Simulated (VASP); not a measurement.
The system is TaSi2.

```xyz
9
Lattice="4.7839 0.0000 0.0000 -2.3920 4.1430 0.0000 0.0000 0.0000 6.5700" Properties=species:S:1:pos:R:3 pbc="T T T"
Ta   -1.1960    2.0715    2.1900
Ta    1.1960    2.0715    4.3800
Ta    2.3920    0.0000    0.0000
Si    1.1407    0.6586    2.1900
Si   -1.2512    3.4844    4.3800
Si    2.3920    2.8258    0.0000
Si    1.2512    3.4844    2.1900
Si    3.6432    0.6586    4.3800
Si    0.0000    1.3172    0.0000
```

- Program: VASP 6.6.1
- Task: relaxation of cell and atoms
- Functional: revPBE
- Dispersion: D4
- Potentials or basis: VASP PAW PBE potentials, release 64 (Ta_pv, Si)
- Cutoff: 600 eV
- k mesh: 7 × 7 × 4
- Occupations: fermi-dirac, width 0.05 eV
- Spin: no spin polarisation

At the start: pressure -3.2 GPa; volume 14.47 Å³/atom.

Question: Where does the relaxation end?

Answer: Over 7 steps the energy falls by 2.9 meV/atom and the volume is 14.22 Å³/atom (-1.7 %); space group P6_422 (No. 181, to 0.1 Å) before and after.

The path:
```
step  energy change (eV)  largest force (eV/Å)  pressure (GPa)  volume (Å³)
   1              0.0000                0.0402           -3.20       130.21
   2              0.0235                0.0319            5.18       124.85
   3             -0.0242                0.0366            0.13       127.94
   4             -0.0255                0.0262           -0.03       127.96
   5             -0.0257                0.0283            0.00       127.96
   6             -0.0257                0.0287            0.01       127.96
   7             -0.0258                0.0090           -0.01       127.97
```

Final structure:
```
Ta Si
1.0
     4.74676    0.00000    0.00000
    -2.37338    4.11081    0.00000
     0.00000    0.00000    6.55837
Ta Si
3 6
Direct
  0.00000 0.50000 0.33333
  0.50000 0.50000 0.66667
  0.50000 0.00000 0.00000
  0.31874 0.15937 0.33333
  0.15937 0.84063 0.66667
  0.84063 0.68126 0.00000
  0.68126 0.84063 0.33333
  0.84063 0.15937 0.66667
  0.15937 0.31874 0.00000
```

Caveat: the PAW data sets were made with another functional, which shifts forces and pressure a little; an odd number of electrons without spin polarisation forces a metal; a magnetic or distorted state may lie lower.
